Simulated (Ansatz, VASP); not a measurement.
# One calculation of WS2, two programs

Contents of POSCAR:

```
WS2
1.0
    3.1816189179      0.0000000000      0.0000000000
   -1.5908094589      2.7553628080      0.0000000000
    0.0000000000      0.0000000000     13.3287282370
W S
2 4
Direct
    0.3333333333      0.6666666667      0.2500000000
    0.6666666667      0.3333333333      0.7500000000
    0.3333333333      0.6666666667      0.6329793475
    0.6666666667      0.3333333333      0.1329793475
    0.3333333333      0.6666666667      0.8670206525
    0.6666666667      0.3333333333      0.3670206525
```

Contents of INCAR.step1:

```
PREC = Accurate
ENCUT = 520
ISMEAR = 0
SIGMA = 0.02
LREAL = F
LASPH = T
NELM = 100
NBANDS = 35
GGA = PE
ALGO = Normal
EDIFF = 1E-4
LWAVE = T
LCHARG = F
```

Contents of INCAR.step2:

```
PREC = Accurate
ENCUT = 520
EDIFF = 1E-6
ISMEAR = 0
SIGMA = 0.02
LREAL = F
LASPH = T
NELM = 100
ALGO = Normal
ISIF = 2
LWAVE = F
LCHARG = F
METAGGA = R2SCAN
LMIXTAU = T
NBANDS = 35
ISTART = 1
```

Contents of KPOINTS:

```
Automatic mesh
0
Gamma
  12 12 2
```

Input for Ansatz:

```yaml
crystal:
  lattice:
    - [3.1816189179, 0.0, 0.0]
    - [-1.5908094589, 2.755362808, 0.0]
    - [0.0, 0.0, 13.328728237]
  atoms:
    - { symbol: W, position: [0.3333333333, 0.6666666667, 0.25] }
    - { symbol: W, position: [0.6666666667, 0.3333333333, 0.75] }
    - { symbol: S, position: [0.3333333333, 0.6666666667, 0.6329793475] }
    - { symbol: S, position: [0.6666666667, 0.3333333333, 0.1329793475] }
    - { symbol: S, position: [0.3333333333, 0.6666666667, 0.8670206525] }
    - { symbol: S, position: [0.6666666667, 0.3333333333, 0.3670206525] }
basis:
  ecutwfc: 500
kpoints:
  mp_grid: { grid: [12, 12, 2] }
  band_path: { path: [VBM, CBM], npoints: 2 }
hamiltonian:
  xc: r2scan
scf:
  occupations: { method: gaussian, width: 0.02 }
output:
  forces: true
  stress: true
  eigenvalues: true
checkpoint:
  read: start.run
  write: ck
  compress: false
  write_wavefunctions: false
  write_every: 100000
```

Alike in both runs: task single point; functional r2SCAN; k mesh 12 × 12 × 2; occupations gaussian, width 0.02 eV; no spin polarisation.

```csv
,VASP,Ansatz
version,VASP 6.6.1,Ansatz 0.2.0
potentials or method,"VASP PAW PBE potentials, release 64 (W_sv, S), cutoff 520 eV","scalar-relativistic, plane waves, PAW"
valence electrons in the cell,52,52
```

```csv
,VASP,Ansatz,Ansatz less VASP
gap on the k mesh at the Fermi level (eV),1.45,1.44,-0.019
least direct gap on the mesh (eV),1.89,1.88,-0.004
pressure (GPa),0.1,-0.1,-0.17
"traceless stress, the component that is largest in VASP (GPa)",-0.18,-0.13,+0.057
rms of the force components (eV/Å),0.013,0.003,-0.0101
```

VASP's potentials were made for PBE, not for r2SCAN. Atom by atom the forces differ by 0.010 eV/Å (rms over components).

Neither program's run includes spin-orbit coupling.
